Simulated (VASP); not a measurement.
BiB2Sb, 4 atoms in the cell. It takes space group P-4m2 (No. 115, tetragonal). Conventional cell: a = 3.793 Å, b = 3.793 Å, c = 5.365 Å, α = 90.00°, β = 90.00°, γ = 90.00°. Sb (site symmetry -4m2) has 4 B at 2.29 Å within 3.0 Å. Within 3.0 Å of B (site symmetry 2mm) lie 2 Sb at 2.29 Å and 2 Bi at 2.36 Å. Bi (site symmetry -4m2) has 4 B at 2.36 Å within 3.1 Å. 

- Program: VASP 6.6.1
- Task: single point
- Functional: PBE
- Potentials or basis: VASP PAW PBE potentials, release 64 (Sb, B, Bi_d)
- Cutoff: 500 eV
- k mesh: 4 × 4 × 2
- Occupations: gaussian, width 0.01 eV
- Spin: no spin polarisation
- Dipole correction: no
- Further INCAR settings: ALGO = Normal; EDIFF = 1e-06; NBANDS = 21

Potentials or basis: VASP PAW PBE potentials, release 64 (Sb, B, Bi_d).

Launch:

```bash
$ cat potpaw_PBE.64/Sb/POTCAR potpaw_PBE.64/B/POTCAR potpaw_PBE.64/Bi_d/POTCAR > POTCAR
$ mpirun -np 1 vasp_std > vasp.out
```

Hardware: 1 thread of Intel(R) Xeon(R) Platinum 8259CL CPU @ 2.50GHz (Skylake/Cascade Lake), with other jobs on the host.

Estimate the wall time of this run.

Wall time 14 s on 1 thread of Intel(R) Xeon(R) Platinum 8259CL CPU @ 2.50GHz (Skylake/Cascade Lake) (shared host), peak memory 0.18 GiB. Counts: scf iterations 13, k points 12.
